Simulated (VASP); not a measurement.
Here is a VASP 6.6.1 calculation.

The input POSCAR:

```
ZnS
1.0
    0.0000000000      2.7198945612      2.7198945612
    2.7198945612      0.0000000000      2.7198945612
    2.7198945612      2.7198945612      0.0000000000
Zn S
1 1
Direct
    0.7500000000      0.7500000000      0.7500000000
    0.0000000000      0.0000000000      0.0000000000
```

Contents of INCAR.step1:

```
SYSTEM = ZnS
  PREC = Accurate
  ENCUT = 520
  ISMEAR = -1
  SIGMA = 0.05
  LREAL = .FALSE.
  LASPH = .TRUE.
  NELM = 60
  NBANDS = 16
  GGA = PE
  ALGO = Normal
  EDIFF = 1E-4
  LWAVE = .TRUE.
  LCHARG = .FALSE.
```

Contents of INCAR.step2:

```
SYSTEM = ZnS
  PREC = Accurate
  ENCUT = 520
  EDIFF = 1E-7
  ISMEAR = -1
  SIGMA = 0.05
  LREAL = .FALSE.
  LASPH = .TRUE.
  NELM = 60
  ALGO = Normal
  ISIF = 2
  LWAVE = .FALSE.
  LCHARG = .FALSE.
  METAGGA = R2SCAN
  LMIXTAU = .TRUE.
  IVDW = 13
  VDW_S6 = 1.0
  VDW_S8 = 0.6018749
  VDW_A1 = 0.51559235
  VDW_A2 = 5.77342911
  NBANDS = 16
  ISTART = 1
```

The input KPOINTS:

```
Automatic mesh
0
G
  9 9 9
  0 0 0
```

Potentials or basis: VASP PAW PBE potentials, release 64 (Zn, S).

Run with:

```console
$ cat potpaw_PBE.64/Zn/POTCAR potpaw_PBE.64/S/POTCAR > POTCAR
$ cp INCAR.step1 INCAR
$ mpirun -np 1 vasp_std > vasp.out
$ cp INCAR.step2 INCAR
$ mpirun -np 1 vasp_std > vasp.out
```

Q: Estimate the band gap on the k mesh.

A: 2.58 eV, direct.

Q: What does it give for the dispersion energy per atom?

A: -0.113 eV.

Q: Predict the pressure.

A: -2.9 GPa.

Caveat: the PAW data sets were made with another functional, which shifts forces and pressure a little.

**The experiment to reproduce.**

“Electronic, vibrational, and thermodynamic properties of ZnS (zincblende and rocksalt structure)”, 2009, arxiv:0911.5022 quotes, for a bulk crystal of ZnS at 19 K: band gap 3.85 eV (direct).

A measured gap of ZnS is 3.85 eV (direct; 19 K; quoted in “Electronic, vibrational, and thermodynamic properties of ZnS (zincblende and rocksalt structure)”, 2009, arxiv:0911.5022); the calculated 2.58 eV misses it by -1.27 eV. The value is that of r2SCAN+D4, without temperature or zero-point motion.
